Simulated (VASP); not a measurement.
**CdHg2Se3: single point with PBE**

The system is CdHg2Se3.

```xyz
6
Lattice="3.6308 -2.5229 -0.0321 3.6308 2.5229 -0.0321 -1.0610 0.0000 10.0917" Properties=species:S:1:pos:R:3 pbc="T T T"
Cd    3.6308    0.7525   -0.0321
Hg    3.8535   -1.8575    6.7495
Hg    2.3471   -1.8575    3.2781
Se    3.1003   -0.2123    5.0138
Se    5.2248   -0.9356    1.4719
Se    0.9758   -0.9356    8.5557
```

* Program: VASP 6.6.1
* Task: single point
* Functional: PBE
* Potentials or basis: VASP PAW PBE potentials, release 64 (Cd, Hg, Se)
* Cutoff: 520 eV
* k mesh: 8 × 8 × 4
* Occupations: gaussian, width 0.02 eV
* Spin: no spin polarisation

```yaml
Pressure: -0.1 GPa
Largest_force: 0.091 eV/Å
Band_gap_on_the_k_mesh: 1.06 eV
```

Forces on the atoms (eV/Å):
```
Cd   0.000 -0.004  0.000
Hg  -0.001  0.002 -0.003
Hg   0.001  0.002  0.003
Se   0.000  0.091  0.000
Se  -0.027 -0.045 -0.029
Se   0.027 -0.045  0.029
```

Stress tensor (GPa, compression positive):
```
-0.21  0.00  0.10
 0.00 -0.06  0.00
 0.10  0.00 -0.02
```

Levels at points of the mesh, in eV from the valence-band top:
```csv
k point,band 24,band 25,band 26,band 27,band 28,band 29,band 30,band 31
"(0.00, 0.00, 0.00)",-0.88,-0.58,-0.28,0.00,1.06,2.77,3.02,3.75
"(0.50, 0.00, 0.00)",-1.41,-1.09,-0.50,-0.36,1.75,2.64,2.83,3.70
"(0.50, 0.50, 0.00)",-1.93,-1.29,-1.27,-0.84,1.92,2.48,2.77,3.04
"(0.00, 0.00, 0.50)",-0.91,-0.54,-0.29,-0.01,1.82,2.13,2.71,3.75
"(0.50, 0.00, 0.50)",-1.41,-1.01,-0.52,-0.36,1.81,2.64,3.17,3.45
"(0.50, 0.50, 0.50)",-1.90,-1.87,-1.19,-0.74,2.07,2.45,2.71,3.52
```

It took 11 min on 1 thread of Intel Xeon 8259CL (shared host), peak memory 0.64 GiB.

Caveat: spin-orbit coupling is left out, which moves the levels of the heavy elements. A k mesh can miss the band edges.
